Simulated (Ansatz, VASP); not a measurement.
## BeSe in VASP and in Ansatz

```
CELL_PARAMETERS angstrom
0.00000 2.58104 2.58104
2.58104 0.00000 2.58104
2.58104 2.58104 0.00000
ATOMIC_POSITIONS crystal
Be 0.00000 0.00000 0.00000
Se 0.25000 0.25000 0.25000
```

Alike in both runs: task single point; functional HSE06; k mesh 6 × 6 × 6; no spin polarisation.

```csv
,VASP,Ansatz
version,VASP 6.6.1,Ansatz 0.2.0
potentials or method,"VASP PAW PBE potentials, release 64 (Be, Se)","plane waves, PAW"
plane-wave cutoff (eV),520,420
occupations,"gaussian, width 0.01 eV",fixed
valence electrons in the cell,8,18
```

Ansatz gave:

- gap on the k mesh at the Fermi level (eV): 3.49
- pressure (GPa): -0.7

Problem. Which values does VASP return?

Solution. gap on the k mesh at the Fermi level (eV): 3.50; pressure (GPa): -0.8.

VASP's potentials hold 8 valence electrons a cell and Ansatz's 18, so a difference there can come from the potentials and not from the codes. Ansatz's warnings: stress exchange threshold loose, stress scf threshold loose.
